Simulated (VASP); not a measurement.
The system is Sb.

```
Sb
1.0
     3.28605    0.00000    0.00000
    -1.64303    2.84581    0.00000
     0.00000    0.00000    5.35849
Sb
2
Direct
  0.66667 0.33333 0.75000
  0.33333 0.66667 0.25000
```

This cell differs from its parent crystal: volume scaled by 0.94.

Base run:

| Item | Value |
| --- | --- |
| Program | VASP 6.6.1 |
| Functional | PBEsol |
| Potentials or basis | VASP PAW PBE potentials, release 64 (Sb) |
| Cutoff | 520 eV |
| k mesh | 9 × 9 × 5 |
| Occupations | fermi-dirac, width 0.05 eV |
| Spin | no spin polarisation |

Its results: band gap on the k mesh zero (band 5 reaches 13.85 eV, above the bottom of band 6 at 6.34 eV); pressure 2.7 GPa.

**Question.** The run is repeated on the same cell with these changes: functional from PBEsol to r2SCAN. What comes out?

**Answer.** Band gap on the k mesh zero (band 5 reaches 14.20 eV, above the bottom of band 6 at 6.27 eV); pressure 5.2 GPa.

Caveats: the PAW data sets were made with another functional, which shifts forces and pressure a little; spin-orbit coupling is left out, which moves the levels of the heavy elements.
